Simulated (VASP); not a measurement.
Write the native input for VASP 6.6.1 that does the following.

```yaml
Task: single point
Functional: PBEsol
Potentials_or_basis: VASP PAW PBE potentials, release 64 (Al, Ti_sv)
Cutoff: 520 eV
k_mesh: 12 × 12 × 2
Occupations: gaussian, width 0.1 eV
Spin: no spin polarisation
Dipole_correction: no
Further_INCAR_settings: ALGO = Normal; EDIFF = 1e-06; NBANDS = 48
```

The structure of TiAl (an interface model) lies in POSCAR:

```
TiAl
1.0
    2.8394270070      0.0000000000      0.0000000000
    0.0000000000      2.8394270070      0.0000000000
   14.1917033910     14.1917033910     20.3540861220
Al Ti
5 5
Direct
    0.3772215310      0.3772215310      0.0245650921
    0.3841976908      0.3841976908      0.1232075995
    0.3911738505      0.3911738505      0.2218501069
    0.3981500103      0.3981500103      0.3204926144
    0.4051261701      0.4051261701      0.4191351218
    0.4051261701      0.4051261701      0.5191351218
    0.3981500103      0.3981500103      0.6204926144
    0.3911738505      0.3911738505      0.7218501069
    0.3841976908      0.3841976908      0.8232075995
    0.3772215310      0.3772215310      0.9245650921
```

The input as run:

INCAR

```
PREC     = Accurate       # precision mode
ENCUT    = 520            # plane-wave cutoff, eV
EDIFF    = 1E-6           # SCF threshold, eV
ISMEAR   = 0              # smearing method
SIGMA    = 0.1            # smearing width, eV
LREAL    = False          # projectors in reciprocal space
LASPH    = True           # aspherical terms in the spheres
NELM     = 80             # most SCF steps
ALGO     = Normal         # electronic algorithm
ISIF     = 2              # what is computed and relaxed
LWAVE    = False          # write WAVECAR
LCHARG   = False          # write CHGCAR
GGA      = PS             # functional
NBANDS   = 48             # bands
```

KPOINTS

```
regular mesh
0
Gamma
  12 12 2
```

Potentials or basis: VASP PAW PBE potentials, release 64 (Al, Ti_sv).

Launch:

```sh
$ cat potpaw_PBE.64/Al/POTCAR potpaw_PBE.64/Ti_sv/POTCAR > POTCAR
$ mpirun -np 1 vasp_std > vasp.out
```

Results of the run:

```
Pressure               : -0.6 GPa
Largest force          : 0.076 eV/Å
Band gap on the k mesh : zero (an odd number of electrons rules out a gap without spin polarisation)
```

Caveat: the PAW data sets were made with another functional, which shifts forces and pressure a little.

It took 10 min on 1 thread of Intel(R) Xeon(R) 6975P-C (Granite Rapids), on a shared host, peak memory 0.67 GiB.
